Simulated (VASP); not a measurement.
Runs of VASP 6.6.1 on Si. The structure is that of space group Fd-3m (No. 227), or close to it. The cells are those of the table. 

```tsv
task	level	cell	k mesh	cutoff (eV)	smearing	gap on the mesh (eV)	pressure (GPa)
single point	PBEsol	a = 3.753 Å, angles 60.0°, 2 atoms	6 × 6 × 6	500	gaussian 0.1 eV	0.44	8.0
single point	PBEsol	a = 3.842 Å, angles 60.0°, 2 atoms	12 × 12 × 12	520	gaussian 0.02 eV	0.46	(a)
single point	r2SCAN	a = 3.842 Å, angles 60.0°, 2 atoms	12 × 12 × 12	520	gaussian 0.02 eV	0.78	0.3
relaxation of cell and atoms	PBEsol	relaxed to 7.75 GPa from a = 3.838 Å, angles 60.0°, 2 atoms	6 × 6 × 6	500	gaussian 0.1 eV	0.44	7.7
relaxation of cell and atoms	PBEsol	relaxed to 7.75 GPa from a = 3.753 Å, angles 60.0°, 2 atoms	6 × 6 × 6	500	gaussian 0.1 eV	0.44	8.0
```

Alike in all rows: potentials or basis VASP PAW PBE potentials, release 64 (Si); no spin polarisation.

**Question.** Estimate the missing entries.

**Answer.** (a) 0.1.

Caveats: the PAW data sets were made with another functional, which shifts forces and pressure a little; the cell is relaxed towards a set pressure, so the enthalpy falls and the energy may rise (some runs); the relaxation stopped at its first step, so nothing moved (some runs).

A k mesh can miss the band edges.
